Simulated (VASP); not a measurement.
# Pt (Fm-3m) in VASP: further runs

Runs on Pt. Level: PBEsol. Tasks: single point, relaxation of volume and atoms at fixed shape.

Program: VASP 6.6.1. These are calculated values, not measurements. Logs are shortened: lines on timing, memory, paths and dates and some standing lists are left out, and cuts for length are marked.

## (1) The cell of the first run

Symmetry: Fm-3m, No. 225, cubic system. Conventional cell: a = 3.916 Å, b = 3.916 Å, c = 3.916 Å, α = 90.00°, β = 90.00°, γ = 90.00°. Within 3.6 Å of Pt (site symmetry m-3m) lie 12 Pt at 2.77 Å.

## (2) Single point, PBEsol

Input file INCAR:

```
ALGO = Normal ; EDIFF = 1E-6
ENCUT = 500 ; GGA = PS
GGA_COMPAT = False ; ISIF = 2
ISMEAR = -1 ; LASPH = True
LCHARG = False ; LREAL = False
LWAVE = False ; NBANDS = 11
NELM = 120 ; PREC = Accurate
SIGMA = 0.05
```

Input file KPOINTS:

```
k-points
0
Gamma
  8 8 8
```

Input file POSCAR:

```
Pt
1.0
    0.0000000000      1.9578447935      1.9578447935
    1.9578447935      0.0000000000      1.9578447935
    1.9578447935      1.9578447935      0.0000000000
Pt
1
Direct
    0.0000000000      0.0000000000      0.0000000000
```

Potentials or basis: VASP PAW PBE potentials, release 64 (Pt).

Started as:

```bash
$ cat potpaw_PBE.64/Pt/POTCAR > POTCAR
$ mpirun -np 1 vasp_std > vasp.out
```

OUTCAR:

```text
EDIFF = 1E-6
   ENCUT = 500
   GGA = PS
   ISIF = 2
   ISMEAR = -1
   LASPH = True
   LREAL = False
   NELM = 120
   PREC = Accurate

 ion  position               nearest neighbor table
   1  0.000  0.000  0.000-

  LATTYP: Found a face centered cubic cell.
 ALAT       =     3.9156895870

  Lattice vectors:

 A1 = (   0.0000000000,   1.9578447935,   1.9578447935)
 A2 = (   1.9578447935,   0.0000000000,   1.9578447935)
 A3 = (   1.9578447935,   1.9578447935,   0.0000000000)

Analysis of symmetry for initial positions (statically):
=====================================================================
 Subroutine PRICEL returns:
 Original cell was already a primitive cell.

 Routine SETGRP: Setting up the symmetry group for a
 face centered cubic supercell.

 Subroutine GETGRP returns: Found 48 space group operations
 (whereof 48 operations were pure point group operations)
 out of a pool of 48 trial point group operations.

The static configuration has the point symmetry O_h .

Analysis of symmetry for dynamics (positions and initial velocities):
=====================================================================
 Subroutine PRICEL returns:
 Original cell was already a primitive cell.

 Routine SETGRP: Setting up the symmetry group for a
 face centered cubic supercell.

 Subroutine GETGRP returns: Found 48 space group operations
 (whereof 48 operations were pure point group operations)
 out of a pool of 48 trial point group operations.

The dynamic configuration has the point symmetry O_h .

 Subroutine INISYM returns: Found 48 space group operations
 (whereof 48 operations are pure point group operations),
 and found     1 'primitive' translations

----------------------------------------------------------------------------------------

                                     Primitive cell

  volume of cell :      15.0094

  direct lattice vectors                    reciprocal lattice vectors
     0.000000000  1.957844794  1.957844794    -0.255382859  0.255382859  0.255382859
     1.957844794  0.000000000  1.957844794     0.255382859 -0.255382859  0.255382859
     1.957844794  1.957844794  0.000000000     0.255382859  0.255382859 -0.255382859

  length of vectors
     2.768810660  2.768810660  2.768810660     0.442336086  0.442336086  0.442336086

  position of ions in fractional coordinates (direct lattice)
     0.000000000  0.000000000  0.000000000

  ion indices of the primitive-cell ions
   primitive index   ion index
                 1           1

----------------------------------------------------------------------------------------

 KPOINTS: k-points

Automatic generation of k-mesh.
 Grid dimensions read from file:
 generate k-points for:    8    8    8

 Generating k-lattice:

  Cartesian coordinates                     Fractional coordinates (reciprocal lattice)
    -0.031922857  0.031922857  0.031922857     0.125000000  0.000000000  0.000000000
     0.031922857 -0.031922857  0.031922857     0.000000000  0.125000000  0.000000000
     0.031922857  0.031922857 -0.031922857     0.000000000  0.000000000  0.125000000

  Length of vectors
     0.055292011  0.055292011  0.055292011

  Shift w.r.t. Gamma in fractional coordinates (k-lattice)
     0.000000000  0.000000000  0.000000000

 Subroutine IBZKPT returns following result:
 ===========================================

 Found     29 irreducible k-points:

 Following reciprocal coordinates:
            Coordinates               Weight
  0.000000  0.000000  0.000000      1.000000
  0.125000  0.000000  0.000000      8.000000
  0.250000  0.000000  0.000000      8.000000
  0.375000  0.000000  0.000000      8.000000
  0.500000  0.000000  0.000000      4.000000
  0.125000  0.125000  0.000000      6.000000
[... 16 lines left out ...]
  0.500000  0.250000  0.125000     48.000000
 -0.375000  0.250000  0.125000     24.000000
 [... further k-points ...]
   k-points           NKPTS =     29   k-points in BZ     NKDIM =     29   number of bands    NBANDS=     11
   number of dos      NEDOS =    301   number of ions     NIONS =      1
   total plane-waves  NPLWV =   8000
   dimension x,y,z NGX =    20 NGY =   20 NGZ =   20
   dimension x,y,z NGXF=    40 NGYF=   40 NGZF=   40
   ions per type =               1
   NGX,Y,Z   is equivalent  to a cutoff of  12.01, 12.01, 12.01 a.u.
   NGXF,Y,Z  is equivalent  to a cutoff of  24.02, 24.02, 24.02 a.u.
 SYSTEM =  unknown system
   PREC   = accura    normal or accurate (medium, high low for compatibility)
   ISTART =      0    job   : 0-new  1-cont  2-samecut
   ICHARG =      2    charge: 1-file 2-atom 10-const
   ISPIN  =      1    spin polarized calculation?
   LNONCOLLINEAR =      F non collinear calculations
   LSORBIT =      F    spin-orbit coupling
   LASPH  =      T    aspherical Exc in radial PAW
   ENCUT  =  500.0 eV  36.75 Ry    6.06 a.u.   5.05  5.05  5.05*2*pi/ulx,y,z
   NELM   =    120;   NELMIN=  2; NELMDL= -5     # of ELM steps
   EDIFF  = 0.1E-05   stopping-criterion for ELM
   LREAL  =      F    real-space projection
   EDIFFG = 0.1E-04   stopping-criterion for IOM
   NSW    =      0    number of steps for IOM
   IBRION =     -1    ionic relax: 0-MD 1-quasi-New 2-CG
   NFREE  =      0    steps in history (QN), initial steepest desc. (CG)
   ISIF   =      2    stress and relaxation
   ISYM   =      2    0-nonsym 1-usesym 2-fastsym
   POTIM  = 0.5000    time-step for ionic-motion
   TEBEG  =    0.0;   TEEND  =   0.0 temperature during run
   PSTRESS=    0.0 pullay stress
   NELECT =      10.0000    total number of electrons
   NUPDOWN=      -1.0000    fix difference up-down
   EMIN   =  10.00;   EMAX   =-10.00  energy-range for DOS
   EFERMI =   0.00;   METHOD = LEGACY
   ISMEAR =    -1;   SIGMA  =   0.05  broadening in eV -4-tet -1-fermi 0-gaus
   EFERMI_NEDOS =   21; number of points for ismear=-14 and -15
   IALGO  =     38    algorithm
   IMIX   =      4    mixing-type and parameters
     AMIX     =   0.40;   BMIX     =  1.00
     AMIX_MAG =   1.60;   BMIX_MAG =  1.00
  volume/ion in A,a.u.               =      15.01       101.29
  Fermi-wavevector in a.u.,A,eV,Ry     =   1.429837  2.702000 27.816216  2.044434
  Thomas-Fermi vector in A             =   2.549748
   LORBIT       =      0    0 simple, 1 ext, 2 COOP (PROOUT), +10 PAW based schemes
   GGA     = PS    functional components
   LHFCALC =     F    Hartree Fock is set to
   AEXX    =    0.0000 exact exchange contribution
   IVDW    =     0    specifies the selected vdW correction
   LEPSILON=     F    determine dielectric tensor
   LRPA    =     F    only Hartree local field effects (RPA)
 non-spin polarized calculation
  energy-cutoff  :      500.00
  volume of cell :       15.01
 maximum number of plane-waves:       392
   NGX =  9   NGY =  9   NGZ =  9

 number of electron      10.0000001 magnetization

 Free energy of the ion-electron system (eV)
  ---------------------------------------------------
  ext. energy  EPLUGINS =         0.00000000
  ---------------------------------------------------
  free energy    TOTEN  =        -6.95960943 eV

  energy without entropy =       -6.94509396  energy(sigma->0) =       -6.95235170

 E-fermi :  11.1174     XC(G=0): -13.6621

 val. band max:       10.9792790703   @ k =  -0.3750   0.3750   0.0000
 cond. band min:      11.1231488250   @ k =  -0.2500   0.1250   0.0000
 fundamental gap:      0.1438697547
 Fermi energy:        11.1173678247

 k-point     1 :       0.0000    0.0000    0.0000
  band No.  band energies     occupation
      1       0.8393      2.00000
      2       7.3280      2.00000
      3       7.3280      2.00000
      4       7.3280      2.00000
      5       9.5175      2.00000
      6       9.5175      2.00000
      7      25.8050      0.00000
      8      30.7863      0.00000
      9      30.7863      0.00000
     10      30.7863      0.00000
     11      36.1106      0.00000

 k-point     2 :       0.1250    0.0000    0.0000
  band No.  band energies     occupation
      1       1.4531      2.00000
      2       7.0820      2.00000
      3       7.5491      2.00000
      4       7.5491      2.00000
      5       9.4145      2.00000
      6       9.4145      2.00000
      7      26.7054      0.00000
      8      28.3117      0.00000
      9      31.7325      0.00000
     10      31.7325      0.00000
     11      37.4514      0.00000

 k-point     3 :       0.2500    0.0000    0.0000
  band No.  band energies     occupation
      1       2.8969      2.00000
      2       6.9685      2.00000
      3       7.7072      2.00000
      4       7.7072      2.00000
      5       9.6913      2.00000
      6       9.6913      2.00000
      7      24.4691      0.00000
      8      27.5586      0.00000
      9      33.8504      0.00000
     10      33.8504      0.00000
     11      34.7140      0.00000

 k-point     4 :       0.3750    0.0000    0.0000
  band No.  band energies     occupation
      1       3.7054      2.00000
      2       7.4270      2.00000
      3       7.4270      2.00000
      4       8.6132      2.00000
      5      10.6584      1.99979
      6      10.6584      1.99979
      7      19.9494      0.00000
      8      26.0637      0.00000
      9      31.5904      0.00000
     10      31.5904      0.00000
     11      37.6341      0.00000

 k-point     5 :       0.5000    0.0000    0.0000
  band No.  band energies     occupation
      1       3.7555      2.00000
      2       7.2680      2.00000
      3       7.2680      2.00000
      4      10.6213      1.99990
      5      11.1995      0.32395
      6      11.1995      0.32394
      7      17.0050      0.00000
      8      25.3600      0.00000
      9      30.1600      0.00000
     10      30.1600      0.00000
     11      39.6414      0.00000

 k-point     6 :       0.1250    0.1250    0.0000
  band No.  band energies     occupation
      1       1.6622      2.00000
      2       6.8075      2.00000
      3       7.7620      2.00000
      4       7.7620      2.00000
      5       8.9424      2.00000
      6       9.7356      2.00000
      7      27.0836      0.00000
      8      29.3206      0.00000
      9      30.7667      0.00000
     10      30.7667      0.00000
     11      38.9941      0.00000

 k-point     7 :       0.2500    0.1250    0.0000
  band No.  band energies     occupation
      1       2.8955      2.00000
      2       6.3952      2.00000
      3       7.8352      2.00000
      4       8.1274      2.00000
      5       9.0625      2.00000
      6      10.0642      2.00000
      7      26.2966      0.00000
      8      28.3716      0.00000
      9      30.6750      0.00000
     10      31.7719      0.00000
     11      35.5442      0.00000

 k-point     8 :       0.3750    0.1250    0.0000
  band No.  band energies     occupation
      1       4.0628      2.00000
      2       6.9300      2.00000
      3       7.2578      2.00000
      4       7.9844      2.00000
      5      10.7247      1.99922
      6      10.8587      1.98873
      7      21.6551      0.00000
      8      27.2200      0.00000
      9      29.7467      0.00000
     10      31.4893      0.00000
     11      37.2208      0.00000
[... 141 lines left out ...]
 k-point    19 :       0.5000    0.3750    0.0000
  band No.  band energies     occupation
      1       4.3643      2.00000
      2       4.8442      2.00000
      3       9.5644      2.00000
      4      10.4821      1.99999
      5      11.4572      0.00223
      6      13.9932      0.00000
      7      19.9887      0.00000
      8      22.9405      0.00000
      9      23.8872      0.00000
     10      31.8774      0.00000
     11      34.6914      0.00000

 k-point    20 :      -0.3750    0.3750    0.0000
  band No.  band energies     occupation
      1       4.8305      2.00000
      2       5.6286      2.00000
      3       8.2574      2.00000
      4       9.8296      2.00000
      5      10.9793      1.88115
      6      16.8763      0.00000
      7      17.8812      0.00000
      8      21.2860      0.00000
      9      25.8481      0.00000
     10      31.2303      0.00000
     11      37.8981      0.00000

 k-point    21 :       0.5000    0.5000    0.0000
  band No.  band energies     occupation
      1       4.0124      2.00000
      2       4.4717      2.00000
      3      11.1725      0.49846
      4      11.6516      0.00005
      5      11.6516      0.00005
      6      12.8876      0.00000
      7      20.0517      0.00000
      8      22.5366      0.00000
      9      22.5366      0.00000
     10      31.3354      0.00000
     11      34.6700      0.00000

 k-point    22 :       0.3750    0.2500    0.1250
  band No.  band energies     occupation
      1       4.1856      2.00000
      2       5.9949      2.00000
      3       7.3142      2.00000
      4       9.0028      2.00000
      5       9.0947      2.00000
      6      11.1742      0.48603
      7      24.6873      0.00000
      8      26.9377      0.00000
      9      29.1416      0.00000
     10      31.4116      0.00000
     11      35.4910      0.00000

 k-point    23 :       0.5000    0.2500    0.1250
  band No.  band energies     occupation
      1       5.0194      2.00000
      2       6.4962      2.00000
      3       6.7867      2.00000
      4       8.7099      2.00000
      5      10.4079      2.00000
      6      13.0844      0.00000
      7      20.4320      0.00000
      8      25.5763      0.00000
      9      27.4025      0.00000
     10      31.6807      0.00000
     11      35.5067      0.00000

 k-point    24 :      -0.3750    0.2500    0.1250
  band No.  band energies     occupation
      1       5.0452      2.00000
      2       6.2922      2.00000
      3       7.6612      2.00000
      4       8.4446      2.00000
      5      10.9634      1.91215
      6      15.5754      0.00000
      7      16.6739      0.00000
      8      25.9067      0.00000
      9      26.2631      0.00000
     10      30.3457      0.00000
     11      37.4210      0.00000

 [... further k-points ...]
[... 5 lines left out ...]
  --------------------------------------------------------------------------------------
  -------------------------------------------------------------------------------------
  Total       -0.0430247     -0.0430247     -0.0430247      0.0000000      0.0000000      0.0000000
  in kB       -4.5926522     -4.5926522     -4.5926522      0.0000000      0.0000000      0.0000000
  external PRESSURE =      -4.5926522 kB  Pullay stress =       0.0000000 kB

 VOLUME and BASIS-vectors are now :
 -----------------------------------------------------------------------------
  energy-cutoff  :      500.00
  volume of cell :       15.01
      direct lattice vectors                 reciprocal lattice vectors
     0.000000000  1.957844794  1.957844794    -0.255382859  0.255382859  0.255382859
     1.957844794  0.000000000  1.957844794     0.255382859 -0.255382859  0.255382859
     1.957844794  1.957844794  0.000000000     0.255382859  0.255382859 -0.255382859

 POSITION                                       TOTAL-FORCE (eV/Angst)
 -----------------------------------------------------------------------------------
      0.00000      0.00000      0.00000        -0.000000     -0.000000     -0.000000
 -----------------------------------------------------------------------------------
    total drift:                               -0.000000     -0.000000     -0.000000

  FREE ENERGIE OF THE ION-ELECTRON SYSTEM (eV)
  ---------------------------------------------------
  free  energy   TOTEN  =        -6.9596094284 eV

  energy  without entropy=       -6.9450939641  energy(sigma->0) =       -6.95235170
```

Wall time 3.3 s (1 thread of AMD EPYC 7R13 (Zen 3), shared host); peak memory 0.09 GiB.

Results:

```
Free energy            : -6.9596 eV
Pressure               : -0.5 GPa
Band gap on the k mesh : zero (bands 5 and 6 overlap by 2.24 eV)
```

Levels at points of the mesh, in eV from the Fermi level:
```tsv
k point	band 2	band 3	band 4	band 5	band 6	band 7	band 8	band 9
(0.00, 0.00, 0.00)	-3.79	-3.79	-3.79	-1.60	-1.60	14.69	19.67	19.67
(0.50, 0.00, 0.00)	-3.85	-3.85	-0.50	0.08	0.08	5.89	14.24	19.04
(0.50, 0.50, 0.00)	-6.65	0.06	0.53	0.53	1.77	8.93	11.42	11.42
```

Caveat: the PAW data sets were made with another functional, which shifts forces and pressure a little; spin-orbit coupling is left out, which moves the levels of the heavy elements.

## (3) Relaxation of volume and atoms at fixed shape, PBEsol

This run uses another cell than the first one, of 15.08 Å³/atom.

Input file INCAR:

```
PREC = Accurate
ENCUT = 500
EDIFF = 1E-7
ISMEAR = -1
SIGMA = 0.05
LREAL = F
LASPH = T
NELM = 120
ALGO = Normal
ISIF = 8
LWAVE = F
LCHARG = F
GGA = PS
IBRION = 2
NSW = 80
EDIFFG = -0.01
GGA_COMPAT = F
NELMIN = 4
```

Input file KPOINTS:

```
regular mesh
0
Gamma
  8 8 8
```

Input file POSCAR:

```
Pt
1.0
    0.0000000000      1.9609000000      1.9609000000
    1.9609000000      0.0000000000      1.9609000000
    1.9609000000      1.9609000000      0.0000000000
Pt
1
Direct
    0.0000000000      0.0000000000      0.0000000000
```

Potentials or basis: VASP PAW PBE potentials, release 64 (Pt).

Started as:

```bash
$ cat potpaw_PBE.64/Pt/POTCAR > POTCAR
$ mpirun -np 1 vasp_std > vasp.out
```

Wall time 6.7 s (1 thread of AMD EPYC 7R13 (Zen 3), shared host); peak memory 0.1 GiB.

It converged, with:

| Quantity | Value |
| --- | --- |
| Free energy | -6.9597 eV |
| Relaxed volume | 14.99 Å³/atom |
| Relaxed cell | a = 2.767 Å, b = 2.767 Å, c = 2.767 Å, α = 60.00°, β = 60.00°, γ = 60.00° |
| Space group after relaxing (to 0.1 Å) | Fm-3m (No. 225) |
| Energy gained by relaxing | 0.5 meV/atom |
| Ionic steps | 3 |
| Pressure after relaxing | 0.0 GPa |
| Band gap on the k mesh | zero (bands 5 and 6 overlap by 2.25 eV) |

The path:
| step | energy change (eV) | largest force (eV/Å) | pressure (GPa) | volume (Å³) |
| --- | --- | --- | --- | --- |
| 1 | 0.0000 | 0.0000 | -1.80 | 15.08 |
| 2 | 0.0042 | 0.0000 | 5.65 | 14.71 |
| 3 | -0.0005 | 0.0000 | -0.01 | 14.99 |

Final structure:
```
Pt
1.0
     0.00000    1.95681    1.95681
     1.95681    0.00000    1.95681
     1.95681    1.95681    0.00000
Pt
1
Cartesian
  0.0000 0.0000 0.0000
```

Levels at points of the mesh, in eV from the Fermi level:
```
           k point  band 2  band 3  band 4  band 5  band 6  band 7  band 8  band 9
(0.00, 0.00, 0.00)   -3.80   -3.80   -3.80   -1.60   -1.60   14.68   19.67   19.67
(0.50, 0.00, 0.00)   -3.86   -3.86   -0.50    0.08    0.08    5.90   14.24   19.05
(0.50, 0.50, 0.00)   -6.66    0.06    0.54    0.54    1.77    8.95   11.42   11.42
```

Caveat: the PAW data sets were made with another functional, which shifts forces and pressure a little; spin-orbit coupling is left out, which moves the levels of the heavy elements.
